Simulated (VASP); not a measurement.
Here is a VASP 6.6.1 calculation.

Contents of INCAR:

```
SYSTEM = Li8CaCl10
ALGO = Normal
EDIFF = 1E-7
ENCUT = 520
GGA = PE
ISIF = 2
ISMEAR = -1
ISYM = 0
LASPH = .True.
LCHARG = .False.
LREAL = Auto
LWAVE = .False.
NBANDS = 67
NELM = 100
PREC = Accurate
SIGMA = 0.0991
```

The input KPOINTS:

```
k-points
0
Gamma
  1 1 1
  0 0 0
```

File POSCAR:

```
Li8CaCl10
1.0
    7.6216650000     -0.1881850000     -0.0394400000
   -0.1881850000      7.3227830000     -0.1529230000
   -0.0394400000     -0.1529230000      7.6842230000
Li Cl Ca
8 10 1
Direct
    0.2883897382      0.8111577446      0.6536068471
    0.6779739467      0.6839070515      0.3540631773
    0.5777330384      0.2834777152      0.3046507179
    0.0490977589      0.5948799153      0.1297716421
    0.3985377415      0.2640324510      0.8611361179
    0.1884489348      0.0900307254      0.2027438811
    0.6837578921      0.6979060541      0.8056578133
    0.1361454797      0.4442892404      0.5223292740
    0.9007503933      0.3409228927      0.2780722979
    0.7476939275     -0.0319170961      0.4332392736
    1.1030500286      0.4803397414      0.8331658630
    0.1029086620      0.7716596172      0.4091932550
    0.9740251822      0.9454509439      1.0400343337
    0.4608973001      0.5538935181      0.5446340961
    0.4883621395     -0.0126273833      0.9027614094
    0.7012601914      0.4368443504      0.9342723722
    0.2237186061      0.1183461183      0.6238921366
    0.3153396041      0.3676218592      0.1872440234
    0.9132468353      0.1760144109      0.7696290317
```

Potentials or basis: VASP PAW PBE potentials, release 64 (Li_sv, Cl, Ca_sv).

Command:

```console
$ cat potpaw_PBE.64/Li_sv/POTCAR potpaw_PBE.64/Cl/POTCAR potpaw_PBE.64/Ca_sv/POTCAR > POTCAR
$ mpirun -np 1 vasp_gam > vasp.out
```

Problem. Estimate the band gap on the k mesh.

Solution. 3.92 eV.

Problem. Predict the largest force.

Solution. 1.346 eV/Å.

Forces in eV/Å, atoms in the order of the input:
```
Li   0.152  0.095 -0.028
Li   0.043 -0.058  0.091
Li   0.456 -0.225 -0.012
Li   0.077 -0.005  0.248
Li  -0.052  0.526  0.058
Li  -0.369 -0.344  0.343
Li  -0.422  0.389 -0.129
Li   0.264  0.235 -0.594
Cl  -0.340  0.654  0.875
Cl  -0.789  0.567  0.932
Cl   0.374  0.629 -0.378
Cl   0.281 -1.008 -0.273
Cl  -0.214 -0.207 -1.008
Cl   0.860  0.172  0.429
Cl   0.635 -1.051  0.085
Cl  -0.576 -0.208 -0.225
Cl  -0.158  0.736 -0.268
Cl   0.436 -0.225 -0.355
Ca  -0.659 -0.670  0.212
```

Caveat: the k points lie up to 0.86 Å⁻¹ apart.
